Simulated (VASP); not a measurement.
Write the native input for VASP 6.6.1 that does the following.

```
Task                   : single point
Functional             : revPBE
Potentials or basis    : VASP PAW PBE potentials, release 64 (Yb, In_d, C)
Cutoff                 : 520 eV
k mesh                 : 3 × 3 × 3
Occupations            : gaussian, width 0.01 eV
Spin                   : no spin polarisation
Dipole correction      : no
Further INCAR settings : ALGO = Normal; EDIFF = 1e-06; NBANDS = 52
```

The structure of Yb3InC lies in POSCAR:

```
Yb3InC
1.0
    4.7211921256      0.0000000000      0.0000000000
    0.0000000000      4.7211921256      0.0000000000
    0.0000000000      0.0000000000      4.7211921256
Yb In C
3 1 1
Direct
    0.5000000000      0.0000000000      0.5000000000
    0.5000000000      0.5000000000      0.0000000000
    0.0000000000      0.5000000000      0.5000000000
    0.0000000000      0.0000000000      0.0000000000
    0.5000000000      0.5000000000      0.5000000000
```

The input as run:

INCAR

```
SYSTEM = Yb3InC
PREC = Accurate
ENCUT = 520
EDIFF = 1E-6
ISMEAR = 0
SIGMA = 0.01
LREAL = .False.
LASPH = .True.
NELM = 80
ALGO = Normal
ISIF = 2
LWAVE = .False.
LCHARG = .True.
GGA = RE
LELF = .True.
LVHAR = .True.
NBANDS = 52
```

KPOINTS

```
regular mesh
0
Gamma
  3 3 3
  0 0 0
```

Potentials or basis: VASP PAW PBE potentials, release 64 (Yb, In_d, C).

Run with:

```sh
$ cat potpaw_PBE.64/Yb/POTCAR potpaw_PBE.64/In_d/POTCAR potpaw_PBE.64/C/POTCAR > POTCAR
$ mpirun -np 1 vasp_std > vasp.out
```

Results of the run:

```json
{"Pressure": "9.4 GPa"}
```

Caveat: the k points lie up to 0.44 Å⁻¹ apart; the PAW data sets were made with another functional, which shifts forces and pressure a little.

It took 3.4 min on 1 thread of Intel(R) Xeon(R) 6975P-C (Granite Rapids) (shared host), peak memory 0.22 GiB.
